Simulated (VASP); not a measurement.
Write the native input for VASP 6.6.1 that does the following.

```
Task                   : single point
Functional             : r2SCAN
Potentials or basis    : VASP PAW PBE potentials, release 64 (Al, Ni)
Cutoff                 : 520 eV
k mesh                 : 12 × 12 × 10
Occupations            : gaussian, width 0.15 eV
Spin                   : no spin polarisation
Dipole correction      : no
Further INCAR settings : ALGO = Normal; EDIFF = 1e-06; NBANDS = 32
```

AlNi2:

```
CELL_PARAMETERS angstrom
3.68027 0.00000 0.00000
-1.84013 3.18720 0.00000
0.00000 0.00000 4.90933
ATOMIC_POSITIONS crystal
Al 0.33333 0.66667 0.18993
Al 0.66667 0.33333 0.81007
Ni 0.33333 0.66667 0.68533
Ni 0.66667 0.33333 0.31467
Ni 0.00000 0.00000 0.50000
Ni 0.00000 0.00000 0.00000
```

This cell differs from its parent crystal: strain -0.0750 x Voigt [1, 1, 0, 0, 0, 0].

The input as run:

POSCAR

```
AlNi2
1.0
    3.6802661266      0.0000000000      0.0000000000
   -1.8401330633      3.1872039583      0.0000000000
    0.0000000000      0.0000000000      4.9093310339
Al Ni
2 4
Direct
    0.3333333333      0.6666666667      0.1899341817
    0.6666666667      0.3333333333      0.8100658183
    0.3333333333      0.6666666667      0.6853320868
    0.6666666667      0.3333333333      0.3146679132
    0.0000000000      0.0000000000      0.5000000000
    0.0000000000      0.0000000000      0.0000000000
```

INCAR.step1

```
SYSTEM = AlNi2
ALGO = Normal
EDIFF = 1E-4
ENCUT = 520
GGA = PE
ISMEAR = 0
LASPH = .True.
LCHARG = .False.
LREAL = .False.
LWAVE = .True.
NBANDS = 32
NELM = 100
PREC = Accurate
SIGMA = 0.15
```

INCAR.step2

```
SYSTEM = AlNi2
ALGO = Normal
EDIFF = 1E-6
ENCUT = 520
ISIF = 2
ISMEAR = 0
ISTART = 1
LASPH = .True.
LCHARG = .True.
LELF = .True.
LMIXTAU = .True.
LREAL = .False.
LVHAR = .True.
LWAVE = .False.
METAGGA = R2SCAN
NBANDS = 32
NELM = 100
PREC = Accurate
SIGMA = 0.15
```

KPOINTS

```
k-points
0
Gamma
  12 12 10
  0 0 0
```

Potentials or basis: VASP PAW PBE potentials, release 64 (Al, Ni).

Command:

```bash
$ cat potpaw_PBE.64/Al/POTCAR potpaw_PBE.64/Ni/POTCAR > POTCAR
$ cp INCAR.step1 INCAR
$ mpirun -np 1 vasp_std > vasp.out
$ cp INCAR.step2 INCAR
$ mpirun -np 1 vasp_std > vasp.out
```

It gave:

| Property | Result |
| --- | --- |
| Pressure | 44.2 GPa |
| Largest force | 0.152 eV/Å |
| Band gap on the k mesh | zero (bands 23 and 24 overlap by 4.06 eV) |

Caveat: the cell differs from its parent crystal (strain -0.0750 x Voigt [1, 1, 0, 0, 0, 0]); the stress differs along the axes, from 21 to 56 GPa; the PAW data sets were made with another functional, which shifts forces and pressure a little.

It took 20 min on 1 thread of Intel(R) Xeon(R) Platinum 8375C CPU @ 2.90GHz (Ice Lake), with other jobs on the host, peak memory 0.35 GiB.
